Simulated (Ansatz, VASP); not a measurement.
**One calculation of SbMo, two programs**

```
Mo Sb
1.0
     0.00000    3.06263    3.06263
     3.06263    0.00000    3.06263
     3.06263    3.06263    0.00000
Mo Sb
1 1
Direct
  0.00000 0.00000 0.00000
  0.25000 0.25000 0.25000
```

Alike in both runs: task single point; functional LDA; k mesh 10 × 10 × 10; occupations gaussian, width 0.05 eV; no spin polarisation.

|  | VASP | Ansatz |
| --- | --- | --- |
| version | VASP 6.6.1 | Ansatz 0.2.0 |
| potentials or method | VASP PAW LDA potentials, release 64 (Mo_sv, Sb), cutoff 520 eV | scalar-relativistic, plane waves, PAW |
| valence electrons in the cell | 19 | 29 |

|  | VASP | Ansatz | Ansatz less VASP |
| --- | --- | --- | --- |
| gap on the k mesh at the Fermi level (eV) | none | none | - |
| pressure (GPa) | -4.8 | -5.0 | -0.23 |

LDA's correlation is that of Perdew and Zunger in VASP and of Perdew and Wang (1992) in Ansatz. A gap of «none» marks a metal or a gap that the smearing closes. VASP's potentials hold 19 valence electrons a cell and Ansatz's 29, so a difference there can come from the potentials and not from the codes.

Neither program's run includes spin-orbit coupling.
